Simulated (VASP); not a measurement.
Write the native input for VASP 6.6.1 that does the following.

```
Task                   : single point
Functional             : PBE
Potentials or basis    : VASP PAW PBE potentials, release 64 (Rh_pv)
Cutoff                 : 500 eV
k mesh                 : 16 × 16 × 16
Occupations            : fermi-dirac, width 0.1 eV
Spin                   : no spin polarisation
Dipole correction      : no
Further INCAR settings : ALGO = Normal; EDIFF = 1e-06; NBANDS = 14
```

The structure of Rh lies in POSCAR:

```
Rh
1.0
   -1.5761221991      1.5761221991      1.5761221991
    1.5761221991     -1.5761221991      1.5761221991
    1.5761221991      1.5761221991     -1.5761221991
Rh
1
Direct
    0.0000000000      0.0000000000      0.0000000000
```

This cell differs from its parent crystal: volume scaled by 1.08.

The input as run:

INCAR

```
PREC     = Accurate       # precision mode
ENCUT    = 500            # plane-wave cutoff, eV
EDIFF    = 1E-6           # SCF threshold, eV
ISMEAR   = -1             # smearing method
SIGMA    = 0.1            # smearing width, eV
LREAL    = False          # projectors in reciprocal space
LASPH    = True           # aspherical terms in the spheres
NELM     = 120            # most SCF steps
ALGO     = Normal         # electronic algorithm
ISIF     = 2              # what is computed and relaxed
LWAVE    = False          # write WAVECAR
LCHARG   = True           # write CHGCAR
GGA      = PE             # functional
LELF     = True           # ELF
LVHAR    = True         
NBANDS   = 14             # bands
GGA_COMPAT= False
```

KPOINTS

```
Automatic mesh
0
Gamma
  16 16 16
```

Potentials or basis: VASP PAW PBE potentials, release 64 (Rh_pv).

The run is started by

```sh
$ cat potpaw_PBE.64/Rh_pv/POTCAR > POTCAR
$ mpirun -np 1 vasp_std > vasp.out
```

It gave:

```json
{"Pressure": "-14.5 GPa"}
```

It took 18 s on 1 thread of AMD EPYC 9R45 (Zen 5), with other jobs on the host, peak memory 0.11 GiB.
